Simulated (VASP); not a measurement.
# Al2Ru (Fddd) in VASP: further runs, part 2 of 2

VASP 6.6.1. Earlier steps stand in the parts before.

### 4 Single point, PBEsol

INCAR reads:

```
SYSTEM = Al2Ru
PREC     = Accurate       ! precision mode
ENCUT    = 520            ! plane-wave cutoff, eV
EDIFF    = 1E-6           ! SCF threshold, eV
ISMEAR   = 0              ! smearing method
SIGMA    = 0.01           ! smearing width, eV
LREAL    = .False.        ! projectors in reciprocal space
LASPH    = .True.         ! aspherical terms in the spheres
NELM     = 60             ! most SCF steps
ALGO     = Normal         ! electronic algorithm
ISIF     = 2              ! what is computed and relaxed
LWAVE    = .False.        ! write WAVECAR
LCHARG   = .False.        ! write CHGCAR
GGA      = PS             ! functional
NBANDS   = 29             ! bands
```

KPOINTS reads:

```
regular mesh
0
Gamma
  10 10 10
  0 0 0
```

POSCAR reads:

```
Al2Ru
1.0
    0.0000000000      3.9876480406      4.3850793487
    2.3505690924      0.0000000000      4.3850793487
    2.3505690924      3.9876480406      0.0000000000
Al Ru
4 2
Direct
    0.0789481736      0.4210518264      0.0789481736
    0.4210518264      0.0789481736      0.4210518264
    0.1710518264      0.8289481736      0.1710518264
    0.8289481736      0.1710518264      0.8289481736
    0.7500000000      0.7500000000      0.7500000000
    0.5000000000      0.5000000000      0.5000000000
```

Potentials or basis: VASP PAW PBE potentials, release 64 (Al, Ru_pv).

The run is started by

```bash
cat potpaw_PBE.64/Al/POTCAR potpaw_PBE.64/Ru_pv/POTCAR > POTCAR
mpirun -np 1 vasp_std > vasp.out
```

OUTCAR:

```text
SYSTEM = Al2Ru
   PREC = Accurate
   ENCUT = 520
   EDIFF = 1E-6
   ISMEAR = 0
   LREAL = .False.
   LASPH = .True.
   NELM = 60
   ISIF = 2
   GGA = PS

 ion  position               nearest neighbor table
   1  0.079  0.421  0.079-   6 2.57   6 2.57   3 2.59   3 2.59   5 2.62   2 2.67   2 2.67   5 2.72
                             5 2.72   2 2.73   4 3.19   4 3.19   4 3.19   4 3.19
   2  0.421  0.079  0.421-   6 2.57   6 2.57   4 2.59   4 2.59   5 2.62   1 2.67   1 2.67   5 2.72
                             5 2.72   1 2.73   3 3.19   3 3.19   3 3.19   3 3.19
   3  0.171  0.829  0.171-   5 2.57   5 2.57   1 2.59   1 2.59   6 2.62   4 2.67   4 2.67   6 2.72
                             6 2.72   4 2.73   2 3.19   2 3.19   2 3.19   2 3.19
   4  0.829  0.171  0.829-   5 2.57   5 2.57   2 2.59   2 2.59   6 2.62   3 2.67   3 2.67   6 2.72
                             6 2.72   3 2.73   1 3.19   1 3.19   1 3.19   1 3.19
   5  0.750  0.750  0.750-   4 2.57   3 2.57   4 2.57   3 2.57   1 2.62   2 2.62   2 2.72   2 2.72
                             1 2.72   1 2.72   6 3.19   6 3.19   6 3.19   6 3.19
   6  0.500  0.500  0.500-   1 2.57   2 2.57   1 2.57   2 2.57   3 2.62   4 2.62   3 2.72   3 2.72
                             4 2.72   4 2.72   5 3.19   5 3.19   5 3.19   5 3.19

  LATTYP: Found a face centered orthorhombic cell.
 ALAT       =     4.7011381848
 B/A-ratio  =     1.6964606799
 C/A-ratio  =     1.8655394402

  Lattice vectors:

 A1 = (   0.0000000000,   3.9876480406,   4.3850793487)
 A2 = (   2.3505690924,   0.0000000000,   4.3850793487)
 A3 = (   2.3505690924,   3.9876480406,   0.0000000000)

Analysis of symmetry for initial positions (statically):
=====================================================================
 Subroutine PRICEL returns:
 Original cell was already a primitive cell.

 Routine SETGRP: Setting up the symmetry group for a
 face centered orthorhombic supercell.

 Subroutine GETGRP returns: Found  8 space group operations
 (whereof  4 operations were pure point group operations)
 out of a pool of  8 trial point group operations.

The static configuration has the point symmetry D_2 .
 The point group associated with its full space group is D_2h.

Analysis of symmetry for dynamics (positions and initial velocities):
=====================================================================
 Subroutine PRICEL returns:
 Original cell was already a primitive cell.

 Routine SETGRP: Setting up the symmetry group for a
 face centered orthorhombic supercell.

 Subroutine GETGRP returns: Found  8 space group operations
 (whereof  4 operations were pure point group operations)
 out of a pool of  8 trial point group operations.

The dynamic configuration has the point symmetry D_2 .
 The point group associated with its full space group is D_2h.

 Subroutine INISYM returns: Found  8 space group operations
 (whereof  4 operations are pure point group operations),
 and found     1 'primitive' translations

----------------------------------------------------------------------------------------

                                     Primitive cell

  volume of cell :      82.2048

  direct lattice vectors                    reciprocal lattice vectors
     0.000000000  3.987648041  4.385079349    -0.212714445  0.125387194  0.114023022
     2.350569092  0.000000000  4.385079349     0.212714445 -0.125387194  0.114023022
     2.350569092  3.987648041  0.000000000     0.212714445  0.125387194 -0.114023022

  length of vectors
     5.927078352  4.975348827  4.628878045     0.271975428  0.271975428  0.271975428

  position of ions in fractional coordinates (direct lattice)
     0.078948174  0.421051826  0.078948174
[... 48 lines left out ...]
  0.500000  0.000000  0.000000      4.000000
[... 16 lines left out ...]
  0.300000  0.300000  0.000000      2.000000
  0.400000  0.300000 -0.000000      8.000000
 [... further k-points ...]
   k-points           NKPTS =    171   k-points in BZ     NKDIM =    171   number of bands    NBANDS=     29
   number of dos      NEDOS =    301   number of ions     NIONS =      6
   total plane-waves  NPLWV =  69120
   dimension x,y,z NGX =    48 NGY =   40 NGZ =   36
   dimension x,y,z NGXF=    96 NGYF=   80 NGZF=   72
   ions per type =               4   2
   NGX,Y,Z   is equivalent  to a cutoff of  13.46, 13.37, 12.93 a.u.
   NGXF,Y,Z  is equivalent  to a cutoff of  26.93, 26.73, 25.86 a.u.
 SYSTEM =  Al2Ru
   PREC   = accura    normal or accurate (medium, high low for compatibility)
   ISTART =      0    job   : 0-new  1-cont  2-samecut
   ICHARG =      2    charge: 1-file 2-atom 10-const
   ISPIN  =      1    spin polarized calculation?
   LNONCOLLINEAR =      F non collinear calculations
   LSORBIT =      F    spin-orbit coupling
   LASPH  =      T    aspherical Exc in radial PAW
   ENCUT  =  520.0 eV  38.22 Ry    6.18 a.u.  11.02  9.25  8.61*2*pi/ulx,y,z
   NELM   =     60;   NELMIN=  2; NELMDL= -5     # of ELM steps
   EDIFF  = 0.1E-05   stopping-criterion for ELM
   LREAL  =      F    real-space projection
   EDIFFG = 0.1E-04   stopping-criterion for IOM
   NSW    =      0    number of steps for IOM
   IBRION =     -1    ionic relax: 0-MD 1-quasi-New 2-CG
   NFREE  =      0    steps in history (QN), initial steepest desc. (CG)
   ISIF   =      2    stress and relaxation
   ISYM   =      2    0-nonsym 1-usesym 2-fastsym
   POTIM  = 0.5000    time-step for ionic-motion
   TEBEG  =    0.0;   TEEND  =   0.0 temperature during run
   PSTRESS=    0.0 pullay stress
   NELECT =      40.0000    total number of electrons
   NUPDOWN=      -1.0000    fix difference up-down
   EMIN   =  10.00;   EMAX   =-10.00  energy-range for DOS
   EFERMI =   0.00;   METHOD = LEGACY
   ISMEAR =     0;   SIGMA  =   0.01  broadening in eV -4-tet -1-fermi 0-gaus
   EFERMI_NEDOS =   21; number of points for ismear=-14 and -15
   IALGO  =     38    algorithm
   IMIX   =      4    mixing-type and parameters
     AMIX     =   0.40;   BMIX     =  1.00
     AMIX_MAG =   1.60;   BMIX_MAG =  1.00
  volume/ion in A,a.u.               =      13.70        92.46
  Fermi-wavevector in a.u.,A,eV,Ry     =   1.287644  2.433294 22.558820  1.658026
  Thomas-Fermi vector in A             =   2.419646
   LORBIT       =      0    0 simple, 1 ext, 2 COOP (PROOUT), +10 PAW based schemes
   GGA     = PS    functional components
   LHFCALC =     F    Hartree Fock is set to
   AEXX    =    0.0000 exact exchange contribution
   IVDW    =     0    specifies the selected vdW correction
   LEPSILON=     F    determine dielectric tensor
   LRPA    =     F    only Hartree local field effects (RPA)
 non-spin polarized calculation
 Gauss-broadening in eV      SIGMA  =   0.01
  energy-cutoff  :      520.00
  volume of cell :       82.20
 maximum number of plane-waves:      2240
 NGX is ok and might be reduce to    48
   NGX = 23   NGY = 19   NGZ = 17

 number of electron      40.0000001 magnetization

 Free energy of the ion-electron system (eV)
  ---------------------------------------------------
  ext. energy  EPLUGINS =         0.00000000
  ---------------------------------------------------
  free energy    TOTEN  =       -40.83096530 eV

  energy without entropy =      -40.83096530  energy(sigma->0) =      -40.83096530

 E-fermi :  10.6779     XC(G=0): -12.0205

 val. band max:       10.6401212099   @ k =   0.0000   0.0000   0.0000
 cond. band min:      10.7234646413   @ k =   0.0000   0.3000   0.3000
 fundamental gap:      0.0833434313
 Fermi energy:        10.6778519567

 k-point     1 :       0.0000    0.0000    0.0000
  band No.  band energies     occupation
      1     -32.0401      2.00000
      2     -31.9541      2.00000
      3     -31.9532      2.00000
      4     -31.9008      2.00000
      5     -31.8893      2.00000
      6     -31.8856      2.00000
[... 757 lines left out ...]
     28      15.5057      0.00000
     29      16.5839      0.00000

 [... further k-points ...]
[... 5 lines left out ...]
  --------------------------------------------------------------------------------------
  -------------------------------------------------------------------------------------
  Total        0.0559854      0.0474591      0.0646109      0.0000000      0.0000000      0.0000000
  in kB        1.0911591      0.9249809      1.2592707      0.0000000      0.0000000      0.0000000
  external PRESSURE =       1.0918036 kB  Pullay stress =       0.0000000 kB

 VOLUME and BASIS-vectors are now :
 -----------------------------------------------------------------------------
  energy-cutoff  :      520.00
  volume of cell :       82.20
      direct lattice vectors                 reciprocal lattice vectors
     0.000000000  3.987648041  4.385079349    -0.212714445  0.125387194  0.114023022
     2.350569092  0.000000000  4.385079349     0.212714445 -0.125387194  0.114023022
     2.350569092  3.987648041  0.000000000     0.212714445  0.125387194 -0.114023022

 POSITION                                       TOTAL-FORCE (eV/Angst)
 -----------------------------------------------------------------------------------
      1.17528      0.62964      2.19254         0.000000     -0.001643     -0.000000
      1.17528      3.35801      2.19254         0.000000      0.001643     -0.000000
      2.35057      1.36419      4.38508        -0.000000      0.001643      0.000000
      2.35057      6.61111      4.38508        -0.000000     -0.001643      0.000000
      3.52585      5.98147      6.57762         0.000000     -0.000000     -0.000000
      2.35057      3.98765      4.38508        -0.000000     -0.000000      0.000000
 -----------------------------------------------------------------------------------
    total drift:                               -0.000000     -0.000000     -0.000000

  FREE ENERGIE OF THE ION-ELECTRON SYSTEM (eV)
  ---------------------------------------------------
  free  energy   TOTEN  =       -40.8309653015 eV

  energy  without entropy=      -40.8309653015  energy(sigma->0) =      -40.83096530
```

Run time: 9.1 min. Hardware: 1 thread of Oxide Virtual Turin-like, shared host; peak memory 0.44 GiB.

Results:

```yaml
Free_energy: -40.8310 eV
Pressure: 0.1 GPa
Band_gap_on_the_k_mesh: 0.08 eV, indirect (least direct gap 1.23 eV)
```

Levels at points of the mesh, in eV from the valence-band top:
| k point | band 16 | band 17 | band 18 | band 19 | band 20 | band 21 | band 22 | band 23 | band 24 | band 25 |
| --- | --- | --- | --- | --- | --- | --- | --- | --- | --- | --- |
| (0.00, 0.00, 0.00) | -2.96 | -2.01 | -1.25 | -1.23 | 0.00 | 1.68 | 2.29 | 2.36 | 2.60 | 2.78 |
| (0.50, 0.00, 0.00) | -2.54 | -2.19 | -2.11 | -1.14 | -0.89 | 0.34 | 0.73 | 1.84 | 3.27 | 4.22 |
| (0.50, 0.50, 0.00) | -2.34 | -1.59 | -1.59 | -1.35 | -1.35 | 2.26 | 2.26 | 2.48 | 2.48 | 3.64 |
| (0.50, 0.00, 0.50) | -2.79 | -2.30 | -2.30 | -1.45 | -1.45 | 1.76 | 1.76 | 2.42 | 2.42 | 3.24 |
| (0.00, 0.50, 0.50) | -2.86 | -2.52 | -2.52 | -1.27 | -1.27 | 0.35 | 0.35 | 4.66 | 4.66 | 4.84 |

Caveat: the PAW data sets were made with another functional, which shifts forces and pressure a little. A k mesh can miss the band edges.

### 5 Single point, PBEsol

INCAR reads:

```
SYSTEM = Al2Ru
PREC = Accurate ; ENCUT = 520
EDIFF = 1E-6 ; ISMEAR = 0
SIGMA = 0.01 ; LREAL = .False.
LASPH = .True. ; NELM = 80
ALGO = Normal ; ISIF = 2
LWAVE = .False. ; LCHARG = .False.
GGA = PS ; NBANDS = 29
```

KPOINTS is that of step 4.

POSCAR reads:

```
Al2Ru
1.0
    0.0000000000      3.9878165647      4.3849680812
    2.3506283830      0.0000000000      4.3849680812
    2.3506283830      3.9878165647      0.0000000000
Al Ru
4 2
Direct
    0.0789308005      0.4210691995      0.0789308005
    0.4210691995      0.0789308005      0.4210691995
    0.1710691995      0.8289308005      0.1710691995
    0.8289308005      0.1710691995      0.8289308005
    0.7500000000      0.7500000000      0.7500000000
    0.5000000000      0.5000000000      0.5000000000
```

The run is started by

```bash
cat potpaw_PBE.64/Al/POTCAR potpaw_PBE.64/Ru_pv/POTCAR > POTCAR
mpirun -np 1 vasp_std > vasp.out
```

It took 12 min on 1 thread of Oxide Virtual Turin-like, shared host; peak memory 0.43 GiB.

It converged, with:

| Property | Result |
| --- | --- |
| Free energy | -40.8310 eV |
| Pressure | 0.1 GPa |
| Band gap on the k mesh | 0.08 eV, indirect (least direct gap 1.23 eV) |

Levels at points of the mesh, in eV from the valence-band top:
| k point | band 17 | band 18 | band 19 | band 20 | band 21 | band 22 | band 23 | band 24 |
| --- | --- | --- | --- | --- | --- | --- | --- | --- |
| (0.00, 0.00, 0.00) | -2.01 | -1.25 | -1.23 | 0.00 | 1.68 | 2.29 | 2.36 | 2.60 |
| (0.50, 0.00, 0.00) | -2.19 | -2.11 | -1.14 | -0.89 | 0.34 | 0.73 | 1.84 | 3.28 |
| (0.50, 0.50, 0.00) | -1.59 | -1.59 | -1.35 | -1.35 | 2.26 | 2.26 | 2.48 | 2.48 |
| (0.50, 0.00, 0.50) | -2.30 | -2.30 | -1.45 | -1.45 | 1.76 | 1.76 | 2.42 | 2.42 |
| (0.00, 0.50, 0.50) | -2.52 | -2.52 | -1.27 | -1.27 | 0.35 | 0.35 | 4.66 | 4.66 |

Caveat: the PAW data sets were made with another functional, which shifts forces and pressure a little. A k mesh can miss the band edges.

### 6 Single point, PBEsol (volume scaled by 1.02, then relaxed in part)

INCAR reads:

```
SYSTEM = Al2Ru
PREC     = Accurate       ! precision mode
ENCUT    = 520            ! plane-wave cutoff, eV
EDIFF    = 1E-7           ! SCF threshold, eV
ISMEAR   = 0              ! smearing method
SIGMA    = 0.01           ! smearing width, eV
LREAL    = .False.        ! projectors in reciprocal space
LASPH    = .True.         ! aspherical terms in the spheres
NELM     = 100            ! most SCF steps
ALGO     = Normal         ! electronic algorithm
ISIF     = 2              ! what is computed and relaxed
LWAVE    = .False.        ! write WAVECAR
LCHARG   = .False.        ! write CHGCAR
GGA      = PS             ! functional
NBANDS   = 29             ! bands
```

KPOINTS reads:

```
Automatic mesh
0
Gamma
  10 10 10
  0 0 0
```

POSCAR reads:

```
Al2Ru
1.0
    0.0000000000      4.0183932347      4.4089283807
    2.3664660528      0.0000000000      4.4089283807
    2.3664660528      4.0183932347      0.0000000000
Al Ru
4 2
Direct
    0.0786061586      0.4213938414      0.0786061586
    0.4213938414      0.0786061586      0.4213938414
    0.1713938414      0.8286061586      0.1713938414
    0.8286061586      0.1713938414      0.8286061586
    0.7500000000      0.7500000000      0.7500000000
    0.5000000000      0.5000000000      0.5000000000
```

Potentials or basis: VASP PAW PBE potentials, release 64 (Al, Ru_pv).

The run is started by

```bash
cat potpaw_PBE.64/Al/POTCAR potpaw_PBE.64/Ru_pv/POTCAR > POTCAR
mpirun -np 1 vasp_std > vasp.out
```

It took 11 min on 1 thread of Oxide Virtual Turin-like, shared host; peak memory 0.44 GiB.

It converged, with:

* Free energy: -40.8145 eV
* Pressure: -3.3 GPa
* Band gap on the k mesh: 0.08 eV, indirect (least direct gap 1.20 eV)

Levels at points of the mesh, in eV from the valence-band top:
```csv
k point,band 18,band 19,band 20,band 21,band 22,band 23
"(0.00, 0.00, 0.00)",-1.24,-1.22,0.00,1.65,2.27,2.32
"(0.50, 0.00, 0.00)",-2.07,-1.11,-0.87,0.33,0.72,1.77
"(0.50, 0.50, 0.00)",-1.55,-1.34,-1.34,2.21,2.21,2.41
"(0.50, 0.00, 0.50)",-2.25,-1.41,-1.41,1.72,1.72,2.37
"(0.00, 0.50, 0.50)",-2.45,-1.24,-1.24,0.33,0.33,4.62
```

Caveat: the PAW data sets were made with another functional, which shifts forces and pressure a little.

### 7 Overview

| cell | gap on the mesh (eV) | pressure (GPa) |
| --- | --- | --- |
| a = 5.927, b = 4.975, c = 4.629 Å, angles 76.1, 54.6, 49.3°, 6 atoms | 0.08 | 0.1 |
| a = 5.888, b = 4.946, c = 4.594 Å, angles 76.1, 54.6, 49.2°, 6 atoms | 0.09 | 3.9 |
| a = 5.965, b = 5.004, c = 4.663 Å, angles 76.1, 54.5, 49.4°, 6 atoms | 0.08 | -3.3 |

Alike in all rows: task single point; level PBEsol; potentials or basis VASP PAW PBE potentials, release 64 (Al, Ru_pv); no spin polarisation; k mesh 10 × 10 × 10; cutoff (eV) 520; smearing gaussian 0.01 eV.

Caveats: the PAW data sets were made with another functional, which shifts forces and pressure a little.

Absolute energies hang on the potentials; compare differences alone.
